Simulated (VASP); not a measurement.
Input of a VASP 6.6.1 run:

The input INCAR:

```
SYSTEM = Te5Mo
ALGO = Normal ; EDIFF = 1E-7
ENCUT = 520 ; GGA = PE
ISIF = 2 ; ISMEAR = 0
LASPH = .TRUE. ; LCHARG = .FALSE.
LREAL = .FALSE. ; LWAVE = .FALSE.
NBANDS = 31 ; NELM = 100
PREC = Accurate ; SIGMA = 0.1
```

File KPOINTS:

```
k-points
0
G
  6 6 12
  0 0 0
```

File POSCAR:

```
Te5Mo
1.0
    8.3430981035      0.0000000000      0.0000000000
   -4.1715490517      7.2253349039      0.0000000000
    0.0000000000      0.0000000000      3.2586573689
Te Mo
5 1
Direct
    0.0000000000      0.2588626868      0.5000000000
    0.7411373132      0.7411373132      0.5000000000
    0.2588626868      0.0000000000      0.5000000000
    0.6666666667      0.3333333333      0.0000000000
    0.3333333333      0.6666666667      0.0000000000
    0.0000000000      0.0000000000      0.0000000000
```

Potentials or basis: VASP PAW PBE potentials, release 64 (Te, Mo_sv).

Command:

```bash
$ cat potpaw_PBE.64/Te/POTCAR potpaw_PBE.64/Mo_sv/POTCAR > POTCAR
$ mpirun -np 1 vasp_std > vasp.out
```

Q: Predict the band gap on the k mesh.

A: Zero (bands 22 and 23 overlap by 1.51 eV).

Q: What does it give for the pressure?

A: 0.0 GPa.

Forces in eV/Å, atoms in the order of the input:
```
Te  -0.003  0.005  0.000
Te  -0.003 -0.005  0.000
Te   0.006  0.000  0.000
Te   0.000  0.000  0.000
Te   0.000  0.000  0.000
Mo   0.000  0.000  0.000
```

Caveat: spin-orbit coupling is left out, which moves the levels of the heavy elements.
